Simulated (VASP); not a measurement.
# Cr (P6_3/mmc) in VASP: further runs, part 2 of 2

VASP 6.6.1.

## 4. Single point, RPBE, collinear spin, antiferromagnetic start (11.69 Å³/atom)

This run uses another cell than the first one, of 11.69 Å³/atom.

INCAR reads:

```
SYSTEM = Cr
ALGO = Normal ; EDIFF = 1E-6
ENCUT = 520 ; GGA = RP
ISIF = 2 ; ISMEAR = -1
ISPIN = 2 ; LASPH = .TRUE.
LCHARG = .FALSE. ; LMAXMIX = 4
LORBIT = 11 ; LREAL = .FALSE.
LWAVE = .FALSE. ; MAGMOM = 1.5 -1.5
NBANDS = 23 ; NELM = 150
PREC = Accurate ; SIGMA = 0.05
```

KPOINTS reads:

```
k-points
0
G
  16 16 8
  0 0 0
```

POSCAR reads:

```
Cr
1.0
    2.4690506374      0.0000000000      0.0000000000
   -1.2345253187      2.1382605753      0.0000000000
    0.0000000000      0.0000000000      4.4283186151
Cr
2
Direct
    0.3333333333      0.6666666667      0.2500000000
    0.6666666667      0.3333333333      0.7500000000
```

Potentials or basis: VASP PAW PBE potentials, release 64 (Cr_pv).

Run with:

```console
$ cat potpaw_PBE.64/Cr_pv/POTCAR > POTCAR
$ mpirun -np 1 vasp_std > vasp.out
```

OUTCAR:

```text
SYSTEM = Cr
   EDIFF = 1E-6
   ENCUT = 520
   GGA = RP
   ISIF = 2
   ISMEAR = -1
   ISPIN = 2
   LASPH = .TRUE.
   LORBIT = 11
   LREAL = .FALSE.
   NELM = 150
   PREC = Accurate

 ion  position               nearest neighbor table
   1  0.333  0.667  0.250-   2 2.63   2 2.63   2 2.63   2 2.63   2 2.63   2 2.63
   2  0.667  0.333  0.750-   1 2.63   1 2.63   1 2.63   1 2.63   1 2.63   1 2.63

  LATTYP: Found a hexagonal cell.
 ALAT       =     2.4690506374
 C/A-ratio  =     1.7935309013

  Lattice vectors:

 A1 = (   2.4690506374,   0.0000000000,   0.0000000000)
 A2 = (  -1.2345253187,   2.1382605753,   0.0000000000)
 A3 = (   0.0000000000,   0.0000000000,   4.4283186151)

Analysis of symmetry for initial positions (statically):
=====================================================================
 Subroutine PRICEL returns:
 Original cell was already a primitive cell.

 Routine SETGRP: Setting up the symmetry group for a
 hexagonal supercell.

 Subroutine GETGRP returns: Found 24 space group operations
 (whereof 12 operations were pure point group operations)
 out of a pool of 24 trial point group operations.

The static configuration has the point symmetry D_3d.
 The point group associated with its full space group is D_6h.

Analysis of symmetry for dynamics (positions and initial velocities):
=====================================================================
 Subroutine PRICEL returns:
 Original cell was already a primitive cell.

 Routine SETGRP: Setting up the symmetry group for a
 hexagonal supercell.

 Subroutine GETGRP returns: Found 24 space group operations
 (whereof 12 operations were pure point group operations)
 out of a pool of 24 trial point group operations.

The dynamic configuration has the point symmetry D_3d.
 The point group associated with its full space group is D_6h.

Analysis of structural, dynamic, and magnetic symmetry:
=====================================================================
 Subroutine PRICEL returns:
 Original cell was already a primitive cell.

 Routine SETGRP: Setting up the symmetry group for a
 hexagonal supercell.

 Subroutine GETGRP returns: Found 24 space group operations
 (whereof 12 operations were pure point group operations)
 out of a pool of 24 trial point group operations.

The overall configuration has the point symmetry D_3d.
 The point group associated with its full space group is D_6h.

 Subroutine INISYM returns: Found 24 space group operations
 (whereof 12 operations are pure point group operations),
 and found     1 'primitive' translations

----------------------------------------------------------------------------------------

                                     Primitive cell

  volume of cell :      23.3792

  direct lattice vectors                    reciprocal lattice vectors
     2.469050637  0.000000000  0.000000000     0.405013970  0.233834924  0.000000000
    -1.234525319  2.138260575  0.000000000     0.000000000  0.467669849  0.000000000
     0.000000000  0.000000000  4.428318615     0.000000000  0.000000000  0.225819343

  length of vectors
     2.469050637  2.469050637  4.428318615     0.467669849  0.467669849  0.225819343

  position of ions in fractional coordinates (direct lattice)
     0.333333333  0.666666667  0.250000000
     0.666666667  0.333333333  0.750000000
[... 63 lines left out ...]
   dimension x,y,z NGXF=    36 NGYF=   36 NGZF=   72
   ions per type =               2
   NGX,Y,Z   is equivalent  to a cutoff of  12.12, 12.12, 13.51 a.u.
   NGXF,Y,Z  is equivalent  to a cutoff of  24.24, 24.24, 27.03 a.u.
 SYSTEM =  Cr
   PREC   = accura    normal or accurate (medium, high low for compatibility)
   ISTART =      0    job   : 0-new  1-cont  2-samecut
   ICHARG =      2    charge: 1-file 2-atom 10-const
   ISPIN  =      2    spin polarized calculation?
   LNONCOLLINEAR =      F non collinear calculations
   LSORBIT =      F    spin-orbit coupling
   LASPH  =      T    aspherical Exc in radial PAW
   ENCUT  =  520.0 eV  38.22 Ry    6.18 a.u.   4.59  4.59  8.23*2*pi/ulx,y,z
   NELM   =    150;   NELMIN=  2; NELMDL= -5     # of ELM steps
   EDIFF  = 0.1E-05   stopping-criterion for ELM
   LREAL  =      F    real-space projection
[... 7 lines left out ...]
   TEBEG  =    0.0;   TEEND  =   0.0 temperature during run
   PSTRESS=    0.0 pullay stress
   NELECT =      24.0000    total number of electrons
   NUPDOWN=      -1.0000    fix difference up-down
   EMIN   =  10.00;   EMAX   =-10.00  energy-range for DOS
   EFERMI =   0.00;   METHOD = LEGACY
   ISMEAR =    -1;   SIGMA  =   0.05  broadening in eV -4-tet -1-fermi 0-gaus
   EFERMI_NEDOS =   21; number of points for ismear=-14 and -15
   IALGO  =     38    algorithm
   IMIX   =      4    mixing-type and parameters
     AMIX     =   0.40;   BMIX     =  1.00
     AMIX_MAG =   1.60;   BMIX_MAG =  1.00
  volume/ion in A,a.u.               =      11.69        78.89
  Fermi-wavevector in a.u.,A,eV,Ry     =   1.651463  3.120812 37.107561  2.727329
  Thomas-Fermi vector in A             =   2.740238
   LORBIT       =     11    0 simple, 1 ext, 2 COOP (PROOUT), +10 PAW based schemes
   GGA     = RP    functional components
   LHFCALC =     F    Hartree Fock is set to
   AEXX    =    0.0000 exact exchange contribution
   IVDW    =     0    specifies the selected vdW correction
   LEPSILON=     F    determine dielectric tensor
   LRPA    =     F    only Hartree local field effects (RPA)
 spin polarized calculation
  energy-cutoff  :      520.00
  volume of cell :       23.38
 maximum number of plane-waves:       650
   NGX =  9   NGY =  9   NGZ = 17

 number of electron      23.9999996 magnetization       0.0000000

 number of electron      23.9999996 magnetization      -0.0000000

 Free energy of the ion-electron system (eV)
  ---------------------------------------------------
  ext. energy  EPLUGINS =         0.00000000
  ---------------------------------------------------
  free energy    TOTEN  =       -17.16453953 eV

  energy without entropy =      -17.13715675  energy(sigma->0) =      -17.15084814

 E-fermi :  10.7598     XC(G=0): -13.4650

 val. band max:       10.7592123466   @ k =   0.3125   0.0000   0.2500
 cond. band min:      10.7612666869   @ k =   0.3750   0.2500   0.0000
 fundamental gap:      0.0020543403
 Fermi energy:        10.7597867599

 spin component 1

 k-point     1 :       0.0000    0.0000    0.0000
  band No.  band energies     occupation
      1     -32.5847      1.00000
      2     -31.8868      1.00000
      3     -31.7146      1.00000
      4     -31.7146      1.00000
      5     -31.6489      1.00000
      6     -31.6489      1.00000
[... 613 lines left out ...]
     22      23.1157      0.00000
     23      24.4527      0.00000

 [... further k-points ...]

 spin component 2

 k-point     1 :       0.0000    0.0000    0.0000
  band No.  band energies     occupation
      1     -32.5847      1.00000
      2     -31.8868      1.00000
      3     -31.7146      1.00000
      4     -31.7146      1.00000
      5     -31.6489      1.00000
      6     -31.6489      1.00000
[... 613 lines left out ...]
     22      23.1157      0.00000
     23      24.4527      0.00000

 [... further k-points ...]

------------------------ aborting loop because EDIFF is reached ----------------------------------------

  FORCE on cell =-STRESS in cart. coord.  units (eV):
  Direction    XX          YY          ZZ          XY          YZ          ZX
  --------------------------------------------------------------------------------------
  -------------------------------------------------------------------------------------
  Total        1.4474442      1.4474442      1.2575171      0.0000000     -0.0000000      0.0000000
  in kB       99.1934332     99.1934332     86.1777198      0.0000000     -0.0000000      0.0000000
  external PRESSURE =      94.8548621 kB  Pullay stress =       0.0000000 kB

 VOLUME and BASIS-vectors are now :
 -----------------------------------------------------------------------------
  energy-cutoff  :      520.00
  volume of cell :       23.38
      direct lattice vectors                 reciprocal lattice vectors
     2.469050637  0.000000000  0.000000000     0.405013970  0.233834924  0.000000000
    -1.234525319  2.138260575  0.000000000     0.000000000  0.467669849  0.000000000
     0.000000000  0.000000000  4.428318615     0.000000000  0.000000000  0.225819343

 POSITION                                       TOTAL-FORCE (eV/Angst)
 -----------------------------------------------------------------------------------
     -0.00000      1.42551      1.10708        -0.000000      0.000000      0.000000
      1.23453      0.71275      3.32124         0.000000     -0.000000      0.000000
 -----------------------------------------------------------------------------------
    total drift:                                0.000000     -0.000000      0.000000

  FREE ENERGIE OF THE ION-ELECTRON SYSTEM (eV)
  ---------------------------------------------------
  free  energy   TOTEN  =       -17.1645395302 eV

  energy  without entropy=      -17.1371567474  energy(sigma->0) =      -17.15084814

 total charge

# of ion       s       p       d       tot
------------------------------------------
    1        0.464   6.383   4.225  11.072
    2        0.464   6.383   4.225  11.072
--------------------------------------------------
tot          0.927  12.765   8.451  22.143

 magnetization (x)

# of ion       s       p       d       tot
------------------------------------------
    1        0.000   0.000   0.000   0.000
    2       -0.000  -0.000  -0.000  -0.000
--------------------------------------------------
tot          0.000   0.000   0.000   0.000
```

stdout:

```text
POSCAR found type information on POSCAR Cr
 POSCAR found :  1 types and       2 ions
 scaLAPACK will be used
 -----------------------------------------------------------------------------
|                                                                             |
|                                                                             |
|     You enforced a specific xc type in the INCAR file but a different       |
|     I HOPE YOU KNOW WHAT YOU ARE DOING!                                     |
|                                                                             |
 -----------------------------------------------------------------------------

 LDA part: xc-table for (Slater+PW92), standard interpolation
 POSCAR, INCAR and KPOINTS ok, starting setup
 FFT: planning ... GRIDC
 FFT: planning ... GRID_SOFT
 FFT: planning ... GRID
 WAVECAR not read
 entering main loop
```

Run time: 3.9 min. Hardware: 1 thread of Intel Xeon 8259CL, shared host; peak memory 0.22 GiB.

Results:

```
Free energy                                           : -17.1645 eV
Pressure                                              : 9.5 GPa
Band gap on the k mesh                                : zero (filled and empty bands overlap)
Net moment                                            : 0.00 μB per cell
Valence electrons inside the program's atomic spheres : Cr 11.07
```

Levels at points of the mesh, in eV from the Fermi level:
Spin up:
| k point | band 8 | band 9 | band 10 | band 11 | band 12 | band 13 | band 14 | band 15 | band 16 | band 17 |
| --- | --- | --- | --- | --- | --- | --- | --- | --- | --- | --- |
| (0.00, 0.00, 0.00) | -4.13 | -1.27 | -0.36 | -0.36 | -0.29 | -0.03 | -0.03 | 1.11 | 1.11 | 2.24 |
| (0.50, 0.00, 0.00) | -3.52 | -3.48 | -0.97 | -0.59 | -0.31 | -0.13 | 2.34 | 2.89 | 3.01 | 4.17 |
| (0.00, 0.00, 0.50) | -5.69 | -1.67 | -1.67 | -0.34 | -0.34 | -0.34 | -0.34 | 1.84 | 1.84 | 1.84 |
| (0.50, 0.00, 0.50) | -4.00 | -2.54 | -2.54 | 0.97 | 0.97 | 1.31 | 1.31 | 2.95 | 2.95 | 3.52 |
Spin down:
| k point | band 8 | band 9 | band 10 | band 11 | band 12 | band 13 | band 14 | band 15 | band 16 | band 17 |
| --- | --- | --- | --- | --- | --- | --- | --- | --- | --- | --- |
| (0.00, 0.00, 0.00) | -4.13 | -1.27 | -0.36 | -0.36 | -0.29 | -0.03 | -0.03 | 1.11 | 1.11 | 2.24 |
| (0.50, 0.00, 0.00) | -3.52 | -3.48 | -0.97 | -0.59 | -0.31 | -0.13 | 2.34 | 2.89 | 3.01 | 4.17 |
| (0.00, 0.00, 0.50) | -5.69 | -1.67 | -1.67 | -0.34 | -0.34 | -0.34 | -0.34 | 1.84 | 1.84 | 1.84 |
| (0.50, 0.00, 0.50) | -4.00 | -2.54 | -2.54 | 0.97 | 0.97 | 1.31 | 1.31 | 2.95 | 2.95 | 3.52 |

Caveat: the cell stands under pressure; an empty level that is flat over the whole mesh can mark a ghost state of the potentials, or a narrow d or f band; the PAW data sets were made with another functional, which shifts forces and pressure a little.

## 5. Single point, RPBE, collinear spin, antiferromagnetic start (12.18 Å³/atom)

This run uses another cell than the first one, of 12.18 Å³/atom.

INCAR reads:

```
SYSTEM = Cr
ALGO = Normal
EDIFF = 1E-6
ENCUT = 520
GGA = RP
ISIF = 2
ISMEAR = -1
ISPIN = 2
LASPH = .True.
LCHARG = .True.
LELF = .True.
LMAXMIX = 4
LORBIT = 11
LREAL = .False.
LVHAR = .True.
LWAVE = .False.
MAGMOM = 1.5 -1.5
NBANDS = 23
NELM = 150
PREC = Accurate
SIGMA = 0.05
```

KPOINTS reads:

```
k-points
0
Gamma
  16 16 8
  0 0 0
```

POSCAR reads:

```
Cr
1.0
    2.5028774524      0.0000000000      0.0000000000
   -1.2514387262      2.1675554563      0.0000000000
    0.0000000000      0.0000000000      4.4889880530
Cr
2
Direct
    0.3333333333      0.6666666667      0.2500000000
    0.6666666667      0.3333333333      0.7500000000
```

Potentials or basis: VASP PAW PBE potentials, release 64 (Cr_pv).

Run with:

```console
$ cat potpaw_PBE.64/Cr_pv/POTCAR > POTCAR
$ mpirun -np 1 vasp_std > vasp.out
```

OUTCAR:

```text
SYSTEM = Cr
   EDIFF = 1E-6
   ENCUT = 520
   GGA = RP
   ISIF = 2
   ISMEAR = -1
   ISPIN = 2
   LASPH = .True.
   LORBIT = 11
   LREAL = .False.
   NELM = 150
   PREC = Accurate

 ion  position               nearest neighbor table
   1  0.333  0.667  0.250-   2 2.67   2 2.67   2 2.67   2 2.67   2 2.67   2 2.67
   2  0.667  0.333  0.750-   1 2.67   1 2.67   1 2.67   1 2.67   1 2.67   1 2.67

  LATTYP: Found a hexagonal cell.
 ALAT       =     2.5028774524
 C/A-ratio  =     1.7935309013

  Lattice vectors:

 A1 = (   2.5028774524,   0.0000000000,   0.0000000000)
 A2 = (  -1.2514387262,   2.1675554563,   0.0000000000)
 A3 = (   0.0000000000,   0.0000000000,   4.4889880530)

Analysis of symmetry for initial positions (statically):
=====================================================================
 Subroutine PRICEL returns:
 Original cell was already a primitive cell.

 Routine SETGRP: Setting up the symmetry group for a
 hexagonal supercell.

 Subroutine GETGRP returns: Found 24 space group operations
 (whereof 12 operations were pure point group operations)
[... 1442 lines left out ...]
     23      23.4066      0.00000

 [... further k-points ...]

------------------------ aborting loop because EDIFF is reached ----------------------------------------

  FORCE on cell =-STRESS in cart. coord.  units (eV):
  Direction    XX          YY          ZZ          XY          YZ          ZX
  --------------------------------------------------------------------------------------
  -------------------------------------------------------------------------------------
  Total       -0.0478697     -0.0478697     -0.0514986      0.0000000      0.0000000      0.0000000
  in kB       -3.1492900     -3.1492900     -3.3880319      0.0000000      0.0000000      0.0000000
  external PRESSURE =      -3.2288706 kB  Pullay stress =       0.0000000 kB

 VOLUME and BASIS-vectors are now :
 -----------------------------------------------------------------------------
  energy-cutoff  :      520.00
  volume of cell :       24.35
      direct lattice vectors                 reciprocal lattice vectors
     2.502877452  0.000000000  0.000000000     0.399540137  0.230674606  0.000000000
    -1.251438726  2.167555456  0.000000000     0.000000000  0.461349211  0.000000000
     0.000000000  0.000000000  4.488988053     0.000000000  0.000000000  0.222767356

 POSITION                                       TOTAL-FORCE (eV/Angst)
 -----------------------------------------------------------------------------------
     -0.00000      1.44504      1.12225        -0.000000      0.000000      0.000000
      1.25144      0.72252      3.36674         0.000000     -0.000000      0.000000
 -----------------------------------------------------------------------------------
    total drift:                               -0.000000      0.000000     -0.000000

  FREE ENERGIE OF THE ION-ELECTRON SYSTEM (eV)
  ---------------------------------------------------
  free  energy   TOTEN  =       -17.1918562158 eV

  energy  without entropy=      -17.1632893247  energy(sigma->0) =      -17.17757277

 total charge

# of ion       s       p       d       tot
------------------------------------------
    1        0.448   6.360   4.178  10.985
    2        0.448   6.360   4.178  10.985
--------------------------------------------------
tot          0.897  12.719   8.355  21.971

 magnetization (x)

# of ion       s       p       d       tot
------------------------------------------
    1        0.000   0.000   0.001   0.001
    2       -0.000  -0.000  -0.001  -0.001
--------------------------------------------------
tot          0.000   0.000   0.000   0.000
```

OSZICAR:

```text
N       E                     dE             d eps       ncg     rms          rms(c)
DAV:   1     0.243846852915E+03    0.24385E+03   -0.13875E+04 13864   0.130E+03
DAV:   2    -0.117051694888E+02   -0.25555E+03   -0.24677E+03 14059   0.380E+02
DAV:   3    -0.197154213554E+02   -0.80103E+01   -0.79545E+01 17433   0.798E+01
DAV:   4    -0.197875322259E+02   -0.72111E-01   -0.72023E-01 14752   0.762E+00
DAV:   5    -0.197884698816E+02   -0.93766E-03   -0.93761E-03 14787   0.822E-01    0.179E+01
DAV:   6    -0.170966071414E+02    0.26919E+01   -0.10485E+01 15319   0.362E+01    0.429E+00
DAV:   7    -0.171807350551E+02   -0.84128E-01   -0.45129E-01 15361   0.550E+00    0.257E+00
DAV:   8    -0.171854836917E+02   -0.47486E-02   -0.29421E-02 15956   0.132E+00    0.119E+00
DAV:   9    -0.171903652124E+02   -0.48815E-02   -0.13010E-01 17483   0.207E+00    0.289E-01
DAV:  10    -0.171915678871E+02   -0.12027E-02   -0.82663E-03 15347   0.558E-01    0.153E-01
DAV:  11    -0.171917557418E+02   -0.18785E-03   -0.97227E-04 15727   0.184E-01    0.720E-02
DAV:  12    -0.171918444684E+02   -0.88727E-04   -0.62957E-04 18696   0.155E-01    0.267E-02
DAV:  13    -0.171918541522E+02   -0.96839E-05   -0.15904E-04 15624   0.697E-02    0.137E-02
DAV:  14    -0.171918553420E+02   -0.11898E-05   -0.43106E-05 16247   0.412E-02    0.462E-03
DAV:  15    -0.171918562158E+02   -0.87377E-06   -0.28805E-06 12406   0.129E-02
   1 F= -.17191856E+02 E0= -.17177573E+02  d E =-.285669E-01  mag=     0.0000
```

It took 4 min on 1 thread of Intel Xeon 8259CL, shared host; peak memory 0.24 GiB.

Results:

- Free energy: -17.1919 eV
- Pressure: -0.3 GPa
- Band gap on the k mesh: zero (filled and empty bands overlap)
- Net moment: 0.00 μB per cell
- Valence electrons inside the program's atomic spheres: Cr 10.98

Caveat: an empty level that is flat over the whole mesh can mark a ghost state of the potentials, or a narrow d or f band; the PAW data sets were made with another functional, which shifts forces and pressure a little.
